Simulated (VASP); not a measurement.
# PbS (Galena) (Fm-3m) in VASP: single point with PBE+D3(BJ)

Aim: the single point of PbS (Galena) with PBE+D3(BJ).

Everything below comes from runs of VASP 6.6.1. Logs are shortened: lines on timing, memory, paths and dates and some standing lists are left out, and cuts for length are marked.

### Step 1. The cell of the first run

Symmetry: Fm-3m, No. 225, cubic system. The conventional cell has a = 5.854 Å, b = 5.854 Å, c = 5.854 Å, α = 90.00°, β = 90.00°, γ = 90.00°. Within 3.9 Å of Pb (site symmetry m-3m) lie 6 S at 2.93 Å. Within 3.9 Å of S (site symmetry m-3m) lie 6 Pb at 2.93 Å.

### Step 2. Single point, PBE+D3(BJ) (volume scaled by 0.960)

Input file INCAR:

```
ALGO     = Normal         # electronic algorithm
EDIFF    = 1E-6           # SCF threshold, eV
ENCUT    = 520            # plane-wave cutoff, eV
GGA      = PE             # functional
ISIF     = 2              # what is computed and relaxed
ISMEAR   = 0              # smearing method
IVDW     = 12             # dispersion correction
LASPH    = T              # aspherical terms in the spheres
LCHARG   = T              # write CHGCAR
LELF     = T              # ELF
LREAL    = F              # projectors in reciprocal space
LVHAR    = T            
LWAVE    = F              # write WAVECAR
NBANDS   = 17             # bands
NELM     = 100            # most SCF steps
PREC     = Accurate       # precision mode
SIGMA    = 0.05           # smearing width, eV
```

Input file KPOINTS:

```
k-points
0
Gamma
  10 10 10
```

Input file POSCAR:

```
PbS
1.0
    0.0000000000      2.9270260985      2.9270260985
    2.9270260985      0.0000000000      2.9270260985
    2.9270260985      2.9270260985      0.0000000000
Pb S
1 1
Direct
    0.0000000000      0.0000000000      0.0000000000
    0.5000000000      0.5000000000      0.5000000000
```

Potentials or basis: VASP PAW PBE potentials, release 64 (Pb_d, S).

Command:

```sh
$ cat potpaw_PBE.64/Pb_d/POTCAR potpaw_PBE.64/S/POTCAR > POTCAR
$ mpirun -np 1 vasp_std > vasp.out
```

OUTCAR:

```text
EDIFF = 1E-6
   ENCUT = 520
   GGA = PE
   ISIF = 2
   ISMEAR = 0
   IVDW = 12
   LASPH = T
   LREAL = F
   NELM = 100
   PREC = Accurate
 IVDW          = 12

 ion  position               nearest neighbor table
   1  0.000  0.000  0.000-   2 2.93   2 2.93   2 2.93   2 2.93   2 2.93   2 2.93
   2  0.500  0.500  0.500-   1 2.93   1 2.93   1 2.93   1 2.93   1 2.93   1 2.93

  LATTYP: Found a face centered cubic cell.
 ALAT       =     5.8540521970

  Lattice vectors:

 A1 = (   0.0000000000,   2.9270260985,   2.9270260985)
 A2 = (   2.9270260985,   0.0000000000,   2.9270260985)
 A3 = (   2.9270260985,   2.9270260985,   0.0000000000)

Analysis of symmetry for initial positions (statically):
=====================================================================
 Subroutine PRICEL returns:
 Original cell was already a primitive cell.

 Routine SETGRP: Setting up the symmetry group for a
 face centered cubic supercell.

 Subroutine GETGRP returns: Found 48 space group operations
 (whereof 48 operations were pure point group operations)
 out of a pool of 48 trial point group operations.

The static configuration has the point symmetry O_h .

Analysis of symmetry for dynamics (positions and initial velocities):
=====================================================================
 Subroutine PRICEL returns:
 Original cell was already a primitive cell.

 Routine SETGRP: Setting up the symmetry group for a
 face centered cubic supercell.

 Subroutine GETGRP returns: Found 48 space group operations
 (whereof 48 operations were pure point group operations)
 out of a pool of 48 trial point group operations.

The dynamic configuration has the point symmetry O_h .

 Subroutine INISYM returns: Found 48 space group operations
 (whereof 48 operations are pure point group operations),
 and found     1 'primitive' translations

----------------------------------------------------------------------------------------

                                     Primitive cell

  volume of cell :      50.1545

  direct lattice vectors                    reciprocal lattice vectors
     0.000000000  2.927026098  2.927026098    -0.170821846  0.170821846  0.170821846
     2.927026098  0.000000000  2.927026098     0.170821846 -0.170821846  0.170821846
     2.927026098  2.927026098  0.000000000     0.170821846  0.170821846 -0.170821846

  length of vectors
     4.139440006  4.139440006  4.139440006     0.295872115  0.295872115  0.295872115
[... 79 lines left out ...]
   ENCUT  =  520.0 eV  38.22 Ry    6.18 a.u.   7.70  7.70  7.70*2*pi/ulx,y,z
   NELM   =    100;   NELMIN=  2; NELMDL= -5     # of ELM steps
   EDIFF  = 0.1E-05   stopping-criterion for ELM
   LREAL  =      F    real-space projection
   EDIFFG = 0.1E-04   stopping-criterion for IOM
   NSW    =      0    number of steps for IOM
   IBRION =     -1    ionic relax: 0-MD 1-quasi-New 2-CG
   NFREE  =      0    steps in history (QN), initial steepest desc. (CG)
   ISIF   =      2    stress and relaxation
   ISYM   =      2    0-nonsym 1-usesym 2-fastsym
   POTIM  = 0.5000    time-step for ionic-motion
   TEBEG  =    0.0;   TEEND  =   0.0 temperature during run
   PSTRESS=    0.0 pullay stress
   NELECT =      20.0000    total number of electrons
   NUPDOWN=      -1.0000    fix difference up-down
   EMIN   =  10.00;   EMAX   =-10.00  energy-range for DOS
   EFERMI =   0.00;   METHOD = LEGACY
   ISMEAR =     0;   SIGMA  =   0.05  broadening in eV -4-tet -1-fermi 0-gaus
   EFERMI_NEDOS =   21; number of points for ismear=-14 and -15
   IALGO  =     38    algorithm
   IMIX   =      4    mixing-type and parameters
     AMIX     =   0.40;   BMIX     =  1.00
     AMIX_MAG =   1.60;   BMIX_MAG =  1.00
  volume/ion in A,a.u.               =      25.08       169.23
  Fermi-wavevector in a.u.,A,eV,Ry     =   1.204985  2.277091 19.755501  1.451988
  Thomas-Fermi vector in A             =   2.340694
   LORBIT       =      0    0 simple, 1 ext, 2 COOP (PROOUT), +10 PAW based schemes
   GGA     = PE    functional components
   LHFCALC =     F    Hartree Fock is set to
   AEXX    =    0.0000 exact exchange contribution
   IVDW    =    12    specifies the selected vdW correction
   LEPSILON=     F    determine dielectric tensor
   LRPA    =     F    only Hartree local field effects (RPA)
 non-spin polarized calculation
 Gauss-broadening in eV      SIGMA  =   0.05
  energy-cutoff  :      520.00
  volume of cell :       50.15
 maximum number of plane-waves:      1369
   NGX = 15   NGY = 15   NGZ = 15

 number of electron      19.9999996 magnetization

 Free energy of the ion-electron system (eV)
  ---------------------------------------------------
  ext. energy  EPLUGINS =         0.00000000
  ---------------------------------------------------
  free energy    TOTEN  =        -8.71119771 eV

  energy without entropy =       -8.71119491  energy(sigma->0) =       -8.71119631

 E-fermi :   6.5091     XC(G=0):  -9.8691

 val. band max:        6.4043083888   @ k =   0.5000   0.0000   0.0000
 cond. band min:       6.6138147223   @ k =   0.5000   0.0000   0.0000
 fundamental gap:      0.2095063335
 Fermi energy:         6.5090615406

 k-point     1 :       0.0000    0.0000    0.0000
  band No.  band energies     occupation
      1     -10.5412      2.00000
      2     -10.5412      2.00000
      3     -10.5412      2.00000
      4     -10.5258      2.00000
      5     -10.5258      2.00000
      6      -7.6103      2.00000
[... 457 lines left out ...]
      4     -10.4882      2.00000
      5     -10.4830      2.00000
      6      -6.2443      2.00000
[... 9 lines left out ...]
     16      17.4823      0.00000
     17      18.1022      0.00000

 [... further k-points ...]

------------------------ aborting loop because EDIFF is reached ----------------------------------------

 Edisp (eV)   -0.72268

 E8    (eV) :    -0.3251

  FORCE on cell =-STRESS in cart. coord.  units (eV):
  Direction    XX          YY          ZZ          XY          YZ          ZX
  --------------------------------------------------------------------------------------
  -------------------------------------------------------------------------------------
  Total       0.77535     0.77535     0.77535     0.00000     0.00000     0.00000
  in kB      24.76839    24.76839    24.76839     0.00000     0.00000     0.00000
  external pressure =       24.77 kB  Pullay stress =        0.00 kB

 VOLUME and BASIS-vectors are now :
 -----------------------------------------------------------------------------
  energy-cutoff  :      520.00
  volume of cell :       50.15
      direct lattice vectors                 reciprocal lattice vectors
     0.000000000  2.927026098  2.927026098    -0.170821846  0.170821846  0.170821846
     2.927026098  0.000000000  2.927026098     0.170821846 -0.170821846  0.170821846
     2.927026098  2.927026098  0.000000000     0.170821846  0.170821846 -0.170821846

 POSITION                                       TOTAL-FORCE (eV/Angst)
 -----------------------------------------------------------------------------------
      0.00000      0.00000      0.00000         0.000000      0.000000     -0.000000
      2.92703      2.92703      2.92703        -0.000000     -0.000000      0.000000
 -----------------------------------------------------------------------------------
    total drift:                                0.000000     -0.000000     -0.000000

  FREE ENERGIE OF THE ION-ELECTRON SYSTEM (eV)
  ---------------------------------------------------
  free  energy   TOTEN  =        -9.4338734152 eV

  energy  without entropy=       -9.4338706146  energy(sigma->0) =       -9.43387201
```

It took 14 s on 1 thread of Intel Xeon 6975P-C (Granite Rapids), shared host; peak memory 0.2 GiB.

What came out:

```
Free energy                : -9.4339 eV
Pressure                   : 2.5 GPa
Band gap on the k mesh     : 0.21 eV, direct
Dispersion energy per atom : -0.361 eV
```

Caveat: spin-orbit coupling is left out, which moves the levels of the heavy elements. A k mesh can miss the band edges.
